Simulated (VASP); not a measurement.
# Ag (Fm-3m) in VASP: further runs, part 2 of 2

VASP 6.6.1.

**3. Single point, r2SCAN+D3(BJ)+U**

POSCAR

```
Ag
1.0
    0.0000000000      2.0445542600      2.0445542600
    2.0445542600      0.0000000000      2.0445542600
    2.0445542600      2.0445542600      0.0000000000
Ag
1
Direct
    0.0000000000      0.0000000000      0.0000000000
```

INCAR.step1

```
PREC = Accurate
ENCUT = 550
ISMEAR = -1
SIGMA = 0.1
LREAL = False
LASPH = True
NELM = 200
LMAXMIX = 4
LDAU = True
LDAUTYPE = 2
LDAUL = 2
LDAUU = 5
LDAUJ = 0
NBANDS = 12
GGA = PE
ALGO = Normal
EDIFF = 1E-5
LWAVE = True
LCHARG = False
GGA_COMPAT = False
```

INCAR.step2

```
PREC = Accurate
ENCUT = 550
EDIFF = 1E-6
ISMEAR = -1
SIGMA = 0.1
LREAL = False
LASPH = True
NELM = 200
ALGO = Normal
ISIF = 2
LWAVE = False
LCHARG = False
LMAXMIX = 4
LDAU = True
LDAUTYPE = 2
LDAUL = 2
LDAUU = 5
LDAUJ = 0
LDAUPRINT = 1
METAGGA = R2SCAN
LMIXTAU = True
IVDW = 12
VDW_S6 = 1.0
VDW_S8 = 0.78981345
VDW_A1 = 0.49484001
VDW_A2 = 5.73083694
NBANDS = 12
ISTART = 1
GGA_COMPAT = False
```

KPOINTS

```
Automatic mesh
0
Gamma
  7 7 7
```

Potentials or basis: VASP PAW PBE potentials, release 64 (Ag).

Launch:

```sh
$ cat potpaw_PBE.64/Ag/POTCAR > POTCAR
$ cp INCAR.step1 INCAR
$ mpirun -np 1 vasp_std > vasp.out
$ cp INCAR.step2 INCAR
$ mpirun -np 1 vasp_std > vasp.out
```

OUTCAR:

```text
PREC = Accurate
   ENCUT = 550
   EDIFF = 1E-6
   ISMEAR = -1
   LREAL = False
   LASPH = True
   NELM = 200
   ISIF = 2
   METAGGA = R2SCAN
   IVDW = 12
   ISTART = 1
 IVDW          = 12

 ion  position               nearest neighbor table
   1  0.000  0.000  0.000-

  LATTYP: Found a face centered cubic cell.
 ALAT       =     4.0891085200

  Lattice vectors:

 A1 = (   0.0000000000,   2.0445542600,   2.0445542600)
 A2 = (   2.0445542600,   0.0000000000,   2.0445542600)
 A3 = (   2.0445542600,   2.0445542600,   0.0000000000)

Analysis of symmetry for initial positions (statically):
=====================================================================
 Subroutine PRICEL returns:
 Original cell was already a primitive cell.

 Routine SETGRP: Setting up the symmetry group for a
 face centered cubic supercell.

 Subroutine GETGRP returns: Found 48 space group operations
 (whereof 48 operations were pure point group operations)
 out of a pool of 48 trial point group operations.

The static configuration has the point symmetry O_h .

Analysis of symmetry for dynamics (positions and initial velocities):
=====================================================================
 Subroutine PRICEL returns:
 Original cell was already a primitive cell.

 Routine SETGRP: Setting up the symmetry group for a
 face centered cubic supercell.

 Subroutine GETGRP returns: Found 48 space group operations
 (whereof 48 operations were pure point group operations)
 out of a pool of 48 trial point group operations.

The dynamic configuration has the point symmetry O_h .

[... 161 lines left out ...]
  o =  0.9479  v =  0.0000 -0.0000 -0.9457 -0.0000  0.3249  0.0000  0.0000  0.0000  0.0000  0.0000      0.0000  0.0000  0.0000  0.0000  0.0000  0.0000  0.0000  0.0000  0.0000  0.0000
  o =  0.9479  v =  0.0000  0.0000  0.0000  0.0000  0.0000  0.0000 -0.0000 -0.9457 -0.0000  0.3249      0.0000  0.0000  0.0000  0.0000  0.0000  0.0000  0.0000  0.0000  0.0000  0.0000
  o =  0.9479  v =  0.0000 -0.0000  0.3249 -0.0000  0.9457  0.0000  0.0000  0.0000  0.0000  0.0000      0.0000  0.0000  0.0000  0.0000  0.0000  0.0000  0.0000  0.0000  0.0000  0.0000
  o =  0.9479  v =  0.0000  0.0000  0.0000  0.0000  0.0000  0.0000 -0.0000  0.3249 -0.0000  0.9457      0.0000  0.0000  0.0000  0.0000  0.0000  0.0000  0.0000  0.0000  0.0000  0.0000

 number of electron      10.9999999 magnetization

 Free energy of the ion-electron system (eV)
  ---------------------------------------------------
  ext. energy  EPLUGINS =         0.00000000
  ---------------------------------------------------
  free energy    TOTEN  =       -19.84037593 eV

  energy without entropy =      -19.83541305  energy(sigma->0) =      -19.83789449

 E-fermi :   8.7441     XC(G=0): -12.7734

 val. band max:        7.4559135402   @ k =   0.4286   0.2857   0.0000
 cond. band min:       8.9169403582   @ k =   0.4286   0.4286   0.0000
 fundamental gap:      1.4610268180
 Fermi energy:         8.7440706835

 k-point     1 :       0.0000    0.0000    0.0000
  band No.  band energies     occupation
      1       0.6078      2.00000
      2       1.4489      2.00000
      3       1.4489      2.00000
      4       1.4489      2.00000
      5       2.4290      2.00000
      6       2.4290      2.00000
      7      25.1123      0.00000
      8      28.7639      0.00000
      9      28.7639      0.00000
     10      28.7639      0.00000
     11      32.7039      0.00000
     12      32.7039      0.00000
[... 271 lines left out ...]
 k-point    20 :      -0.2857    0.4286    0.1429
  band No.  band energies     occupation
      1       0.6830      2.00000
      2       1.1207      2.00000
      3       1.6980      2.00000
      4       2.5158      2.00000
      5       3.3386      2.00000
      6      13.1523      0.00000
      7      13.8191      0.00000
      8      15.7071      0.00000
      9      18.7839      0.00000
     10      28.5854      0.00000
     11      32.8324      0.00000
     12      34.3726      0.00000

------------------------ aborting loop because EDIFF is reached ----------------------------------------

 Edisp (eV)   -0.27858

 E8    (eV) :    -0.0961

  FORCE on cell =-STRESS in cart. coord.  units (eV):
  Direction    XX          YY          ZZ          XY          YZ          ZX
  --------------------------------------------------------------------------------------
  -------------------------------------------------------------------------------------
  Total      -0.34541    -0.34541    -0.34541    -0.00000    -0.00000    -0.00000
  in kB     -32.37554   -32.37554   -32.37554    -0.00000    -0.00000    -0.00000
  external pressure =      -32.38 kB  Pullay stress =        0.00 kB

 VOLUME and BASIS-vectors are now :
 -----------------------------------------------------------------------------
  energy-cutoff  :      550.00
  volume of cell :       17.09
      direct lattice vectors                 reciprocal lattice vectors
     0.000000000  2.044554260  2.044554260    -0.244552081  0.244552081  0.244552081
     2.044554260  0.000000000  2.044554260     0.244552081 -0.244552081  0.244552081
     2.044554260  2.044554260  0.000000000     0.244552081  0.244552081 -0.244552081

 POSITION                                       TOTAL-FORCE (eV/Angst)
 -----------------------------------------------------------------------------------
      0.00000      0.00000      0.00000        -0.000000      0.000000      0.000000
 -----------------------------------------------------------------------------------
    total drift:                               -0.000000      0.000000      0.000000

  FREE ENERGIE OF THE ION-ELECTRON SYSTEM (eV)
  ---------------------------------------------------
  free  energy   TOTEN  =       -20.1189592420 eV

  energy  without entropy=      -20.1139963550  energy(sigma->0) =      -20.11647780
```

It took 31 s on 1 thread of Intel Xeon Platinum 8259CL at 2.50GHz (Skylake/Cascade Lake), shared host; peak memory 0.15 GiB.

What came out:

- Free energy: -20.1190 eV
- Pressure: -3.2 GPa
- Band gap on the k mesh: zero (an odd number of electrons rules out a gap without spin polarisation)
- Dispersion energy per atom: -0.279 eV

Levels at points of the mesh, in eV from the Fermi level:
```
           k point  band 4  band 5  band 6  band 7  band 8  band 9
(0.00, 0.00, 0.00)   -7.30   -6.32   -6.32   16.37   20.02   20.02
```

Eigenvalues of the final occupation matrices:
```tsv
site	spin	trace	eigenvalues
site 1 d	1	4.72	0.94 0.94 0.94 0.95 0.95
site 1 d	2	4.72	0.94 0.94 0.94 0.95 0.95
```

Caveat: the k points lie up to 0.38 Å⁻¹ apart, too coarse for converged energies and pressures of a metal; the PAW data sets were made with another functional, which shifts forces and pressure a little; U without spin polarisation on a metal has little footing; the U is typed as a test and isn't derived for this compound.
